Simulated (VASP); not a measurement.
# P (Fd-3m) in VASP: a series of runs

P is run at these levels: revPBE; tasks: single point, relaxation of cell and atoms.

Everything below comes from runs of VASP 6.6.1. Logs are shortened: lines on timing, memory, paths and dates and some standing lists are left out, and cuts for length are marked.

## Step 1: The cell of the first run

It takes space group Fd-3m (No. 227, cubic). Conventional cell: a = 5.523 Å, b = 5.523 Å, c = 5.523 Å, α = 90.00°, β = 90.00°, γ = 90.00°. P (site symmetry -43m) has 4 P at 2.39 Å within 3.2 Å.

This isn't the form of P at room conditions, which is orthorhombic.

## Step 2: Single point, revPBE

Input file INCAR:

```
SYSTEM = P
  PREC = Accurate
  ENCUT = 520
  EDIFF = 1E-6
  ISMEAR = -1
  SIGMA = 0.1
  LREAL = .False.
  LASPH = .True.
  NELM = 60
  ALGO = Normal
  ISIF = 2
  LWAVE = .False.
  LCHARG = .False.
  GGA = RE
  NBANDS = 12
```

Input file KPOINTS:

```
Automatic mesh
0
Gamma
  10 10 10
  0 0 0
```

Input file POSCAR:

```
P
1.0
    0.0000000000      2.7617396283      2.7617396283
    2.7617396283      0.0000000000      2.7617396283
    2.7617396283      2.7617396283      0.0000000000
P
2
Direct
    0.1250000000      0.1250000000      0.1250000000
    0.8750000000      0.8750000000      0.8750000000
```

Potentials or basis: VASP PAW PBE potentials, release 64 (P).

Started as:

```bash
cat potpaw_PBE.64/P/POTCAR > POTCAR
mpirun -np 1 vasp_std > vasp.out
```

OUTCAR:

```text
SYSTEM = P
   PREC = Accurate
   ENCUT = 520
   EDIFF = 1E-6
   ISMEAR = -1
   LREAL = .False.
   LASPH = .True.
   NELM = 60
   ISIF = 2
   GGA = RE

 ion  position               nearest neighbor table
   1  0.125  0.125  0.125-   2 2.39   2 2.39   2 2.39   2 2.39
   2  0.875  0.875  0.875-   1 2.39   1 2.39   1 2.39   1 2.39

  LATTYP: Found a face centered cubic cell.
 ALAT       =     5.5234792566

  Lattice vectors:

 A1 = (   0.0000000000,   2.7617396283,   2.7617396283)
 A2 = (   2.7617396283,   0.0000000000,   2.7617396283)
 A3 = (   2.7617396283,   2.7617396283,   0.0000000000)

Analysis of symmetry for initial positions (statically):
=====================================================================
 Subroutine PRICEL returns:
 Original cell was already a primitive cell.

 Routine SETGRP: Setting up the symmetry group for a
 face centered cubic supercell.

 Subroutine GETGRP returns: Found 48 space group operations
 (whereof 12 operations were pure point group operations)
 out of a pool of 48 trial point group operations.

The static configuration has the point symmetry D_3d.
 The point group associated with its full space group is O_h .

Analysis of symmetry for dynamics (positions and initial velocities):
=====================================================================
 Subroutine PRICEL returns:
 Original cell was already a primitive cell.

 Routine SETGRP: Setting up the symmetry group for a
 face centered cubic supercell.

 Subroutine GETGRP returns: Found 48 space group operations
 (whereof 12 operations were pure point group operations)
 out of a pool of 48 trial point group operations.

The dynamic configuration has the point symmetry D_3d.
 The point group associated with its full space group is O_h .

 Subroutine INISYM returns: Found 48 space group operations
 (whereof 12 operations are pure point group operations),
 and found     1 'primitive' translations

----------------------------------------------------------------------------------------

                                     Primitive cell

  volume of cell :      42.1287

  direct lattice vectors                    reciprocal lattice vectors
     0.000000000  2.761739628  2.761739628    -0.181045307  0.181045307  0.181045307
     2.761739628  0.000000000  2.761739628     0.181045307 -0.181045307  0.181045307
     2.761739628  2.761739628  0.000000000     0.181045307  0.181045307 -0.181045307

  length of vectors
     3.905689638  3.905689638  3.905689638     0.313579671  0.313579671  0.313579671

  position of ions in fractional coordinates (direct lattice)
     0.125000000  0.125000000  0.125000000
     0.875000000  0.875000000  0.875000000

  ion indices of the primitive-cell ions
   primitive index   ion index
                 1           1
                 2           2

----------------------------------------------------------------------------------------

 KPOINTS: Automatic mesh

Automatic generation of k-mesh.
 Grid dimensions read from file:
 generate k-points for:   10   10   10

 Generating k-lattice:

  Cartesian coordinates                     Fractional coordinates (reciprocal lattice)
    -0.018104531  0.018104531  0.018104531     0.100000000  0.000000000  0.000000000
     0.018104531 -0.018104531  0.018104531     0.000000000  0.100000000  0.000000000
     0.018104531  0.018104531 -0.018104531     0.000000000  0.000000000  0.100000000

  Length of vectors
     0.031357967  0.031357967  0.031357967

  Shift w.r.t. Gamma in fractional coordinates (k-lattice)
     0.000000000  0.000000000  0.000000000

 Subroutine IBZKPT returns following result:
 ===========================================

 Found     47 irreducible k-points:

 Following reciprocal coordinates:
            Coordinates               Weight
  0.000000  0.000000  0.000000      1.000000
  0.100000  0.000000  0.000000      8.000000
  0.200000  0.000000  0.000000      8.000000
  0.300000  0.000000  0.000000      8.000000
  0.400000  0.000000  0.000000      8.000000
  0.500000  0.000000  0.000000      4.000000
[... 16 lines left out ...]
  0.300000  0.300000  0.000000      6.000000
  0.400000  0.300000  0.000000     24.000000
 [... further k-points ...]
   k-points           NKPTS =     47   k-points in BZ     NKDIM =     47   number of bands    NBANDS=     12
   number of dos      NEDOS =    301   number of ions     NIONS =      2
   total plane-waves  NPLWV =  27000
   dimension x,y,z NGX =    30 NGY =   30 NGZ =   30
   dimension x,y,z NGXF=    60 NGYF=   60 NGZF=   60
   ions per type =               2
   NGX,Y,Z   is equivalent  to a cutoff of  12.77, 12.77, 12.77 a.u.
   NGXF,Y,Z  is equivalent  to a cutoff of  25.54, 25.54, 25.54 a.u.
 SYSTEM =  P
   PREC   = accura    normal or accurate (medium, high low for compatibility)
   ISTART =      0    job   : 0-new  1-cont  2-samecut
   ICHARG =      2    charge: 1-file 2-atom 10-const
   ISPIN  =      1    spin polarized calculation?
   LNONCOLLINEAR =      F non collinear calculations
   LSORBIT =      F    spin-orbit coupling
   LASPH  =      T    aspherical Exc in radial PAW
   ENCUT  =  520.0 eV  38.22 Ry    6.18 a.u.   7.26  7.26  7.26*2*pi/ulx,y,z
   NELM   =     60;   NELMIN=  2; NELMDL= -5     # of ELM steps
   EDIFF  = 0.1E-05   stopping-criterion for ELM
   LREAL  =      F    real-space projection
   EDIFFG = 0.1E-04   stopping-criterion for IOM
   NSW    =      0    number of steps for IOM
   IBRION =     -1    ionic relax: 0-MD 1-quasi-New 2-CG
   NFREE  =      0    steps in history (QN), initial steepest desc. (CG)
   ISIF   =      2    stress and relaxation
   ISYM   =      2    0-nonsym 1-usesym 2-fastsym
   POTIM  = 0.5000    time-step for ionic-motion
   TEBEG  =    0.0;   TEEND  =   0.0 temperature during run
   PSTRESS=    0.0 pullay stress
   NELECT =      10.0000    total number of electrons
   NUPDOWN=      -1.0000    fix difference up-down
   EMIN   =  10.00;   EMAX   =-10.00  energy-range for DOS
   EFERMI =   0.00;   METHOD = LEGACY
   ISMEAR =    -1;   SIGMA  =   0.10  broadening in eV -4-tet -1-fermi 0-gaus
   EFERMI_NEDOS =   21; number of points for ismear=-14 and -15
   IALGO  =     38    algorithm
   IMIX   =      4    mixing-type and parameters
     AMIX     =   0.40;   BMIX     =  1.00
     AMIX_MAG =   1.60;   BMIX_MAG =  1.00
  volume/ion in A,a.u.               =      21.06       142.15
  Fermi-wavevector in a.u.,A,eV,Ry     =   1.013636  1.915495 13.979419  1.027458
  Thomas-Fermi vector in A             =   2.146817
   LORBIT       =      0    0 simple, 1 ext, 2 COOP (PROOUT), +10 PAW based schemes
   GGA     = RE    functional components
   LHFCALC =     F    Hartree Fock is set to
   AEXX    =    0.0000 exact exchange contribution
   IVDW    =     0    specifies the selected vdW correction
   LEPSILON=     F    determine dielectric tensor
   LRPA    =     F    only Hartree local field effects (RPA)
 non-spin polarized calculation
  energy-cutoff  :      520.00
  volume of cell :       42.13
 maximum number of plane-waves:      1158
 NGX is ok and might be reduce to    30
   NGX = 15   NGY = 15   NGZ = 15

 number of electron      10.0000001 magnetization

 Free energy of the ion-electron system (eV)
  ---------------------------------------------------
  ext. energy  EPLUGINS =         0.00000000
  ---------------------------------------------------
  free energy    TOTEN  =        -9.06447108 eV

  energy without entropy =       -9.01753656  energy(sigma->0) =       -9.04100382

 E-fermi :   5.6857     XC(G=0):  -9.3565

 val. band max:        5.6636496230   @ k =   0.5000   0.4000   0.1000
 cond. band min:       5.6981591158   @ k =   0.2000   0.1000   0.0000
 fundamental gap:      0.0345094928
 Fermi energy:         5.6857407294

 k-point     1 :       0.0000    0.0000    0.0000
  band No.  band energies     occupation
      1      -9.0685      2.00000
      2       2.1412      2.00000
      3       2.7469      2.00000
      4       2.7469      2.00000
      5       2.7469      2.00000
      6       5.8454      0.33686
      7       5.8454      0.33686
      8       5.8454      0.33686
      9      11.8143      0.00000
     10      12.5529      0.00000
     11      12.5529      0.00000
     12      15.9407      0.00000

 k-point     2 :       0.1000    0.0000    0.0000
  band No.  band energies     occupation
      1      -8.9574      2.00000
      2       0.7980      2.00000
      3       2.6021      2.00000
      4       2.6021      2.00000
      5       3.6252      2.00000
      6       6.0678      0.04288
      7       6.0678      0.04288
      8       6.1850      0.01349
      9      12.2468      0.00000
     10      12.2784      0.00000
     11      12.2784      0.00000
     12      15.6072      0.00000

 k-point     3 :       0.2000    0.0000    0.0000
  band No.  band energies     occupation
      1      -8.6330      2.00000
      2      -0.8402      2.00000
      3       2.2948      2.00000
      4       2.2948      2.00000
      5       3.8335      2.00000
      6       6.5376      0.00040
      7       6.5376      0.00040
      8       7.3934      0.00000
      9      11.9921      0.00000
     10      11.9921      0.00000
     11      13.0800      0.00000
     12      15.3583      0.00000
[... 286 lines left out ...]
 k-point    23 :       0.3000    0.3000    0.0000
  band No.  band energies     occupation
      1      -7.7578      2.00000
      2      -2.6777      2.00000
      3       1.0271      2.00000
      4       1.0271      2.00000
      5       4.6347      1.99995
      6       5.7088      0.88512
      7       9.1359      0.00000
      8       9.1359      0.00000
      9      10.9452      0.00000
     10      14.1943      0.00000
     11      15.3694      0.00000
     12      17.3506      0.00000

 k-point    24 :       0.4000    0.3000    0.0000
  band No.  band energies     occupation
      1      -7.2507      2.00000
      2      -3.5338      2.00000
      3       0.5832      2.00000
      4       0.8467      2.00000
      5       4.7984      1.99972
      6       5.7315      0.77498
      7       9.3832      0.00000
      8       9.6560      0.00000
      9      12.1231      0.00000
     10      14.9064      0.00000
     11      14.9822      0.00000
     12      16.4432      0.00000

 [... further k-points ...]

------------------------ aborting loop because EDIFF is reached ----------------------------------------

  FORCE on cell =-STRESS in cart. coord.  units (eV):
  Direction    XX          YY          ZZ          XY          YZ          ZX
  --------------------------------------------------------------------------------------
  -------------------------------------------------------------------------------------
  Total       -0.0658097     -0.0658097     -0.0658097      0.0000000      0.0000000      0.0000000
  in kB       -2.5027765     -2.5027765     -2.5027765      0.0000000      0.0000000      0.0000000
  external PRESSURE =      -2.5027765 kB  Pullay stress =       0.0000000 kB

 VOLUME and BASIS-vectors are now :
 -----------------------------------------------------------------------------
  energy-cutoff  :      520.00
  volume of cell :       42.13
      direct lattice vectors                 reciprocal lattice vectors
     0.000000000  2.761739628  2.761739628    -0.181045307  0.181045307  0.181045307
     2.761739628  0.000000000  2.761739628     0.181045307 -0.181045307  0.181045307
     2.761739628  2.761739628  0.000000000     0.181045307  0.181045307 -0.181045307

 POSITION                                       TOTAL-FORCE (eV/Angst)
 -----------------------------------------------------------------------------------
      0.69043      0.69043      0.69043        -0.000000      0.000000     -0.000000
      4.83304      4.83304      4.83304         0.000000     -0.000000      0.000000
 -----------------------------------------------------------------------------------
    total drift:                               -0.000000      0.000000      0.000000

  FREE ENERGIE OF THE ION-ELECTRON SYSTEM (eV)
  ---------------------------------------------------
  free  energy   TOTEN  =        -9.0644710784 eV

  energy  without entropy=       -9.0175365612  energy(sigma->0) =       -9.04100382
```

It took 37 s on 1 thread of AMD EPYC, shared host; peak memory 0.13 GiB.

What came out:

| Quantity | Value |
| --- | --- |
| Free energy | -9.0645 eV |
| Pressure | -0.3 GPa |
| Band gap on the k mesh | zero (bands 5 and 6 overlap by 2.03 eV) |

Caveat: the PAW data sets were made with another functional, which shifts forces and pressure a little.

(Part 1 of 2 ends here.)
